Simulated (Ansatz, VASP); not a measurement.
# HfN: VASP beside Ansatz

INCAR

```
PREC = Accurate
ENCUT = 520
EDIFF = 1E-6
ISMEAR = -1
SIGMA = 0.08
LREAL = F
LASPH = T
NELM = 100
ALGO = Normal
ISIF = 2
LWAVE = F
LCHARG = T
GGA = PE
LELF = T
LVHAR = T
NBANDS = 14
```

File KPOINTS:

```
Automatic mesh
0
Gamma
  14 14 14
```

The input POSCAR:

```
HfN
1.0
    0.0000000000      2.2331526655      2.2331526655
    2.2331526655      0.0000000000      2.2331526655
    2.2331526655      2.2331526655      0.0000000000
Hf N
1 1
Direct
    0.0000000000      0.0000000000      0.0000000000
    0.2500000000      0.2500000000      0.2500000000
```

Input for Ansatz:

```yaml
crystal:
  lattice:
    - [0.0, 2.2331526655, 2.2331526655]
    - [2.2331526655, 0.0, 2.2331526655]
    - [2.2331526655, 2.2331526655, 0.0]
  atoms:
    - { symbol: Hf, position: [0.0, 0.0, 0.0] }
    - { symbol: "N", position: [0.25, 0.25, 0.25] }
kpoints:
  mp_grid: { grid: [14, 14, 14] }
scf:
  occupations: { method: fermi_dirac, width: 0.08 }
hamiltonian:
  xc: pbe
  pseudopotentials: { kind: all_electron, lapw: { basis_error: 0.001 } }
output:
  forces: true
  stress: true
  eigenvalues: true
  populations: true
```

Change from the starting cell: volume scaled by 0.75, LAPW.

Alike in both runs: task single point; functional PBE; k mesh 14 × 14 × 14; occupations fermi-dirac, width 0.08 eV; no spin polarisation.

```csv
,VASP,Ansatz
version,VASP 6.6.1,Ansatz 0.2.0
potentials or method,"VASP PAW PBE potentials, release 64 (Hf_pv, N), cutoff 520 eV","all-electron LAPW, scalar-relativistic"
```

```tsv
	VASP	Ansatz	Ansatz less VASP
pressure (GPa)	97.8	97.2	-0.69
```

Both programs put the cell under a high pressure, so it lies far from rest at this level. Ansatz ran all-electron here, and VASP with PAW potentials.

Neither program's run includes spin-orbit coupling. Noted on VASP's run: the cell as given lies far from equilibrium.
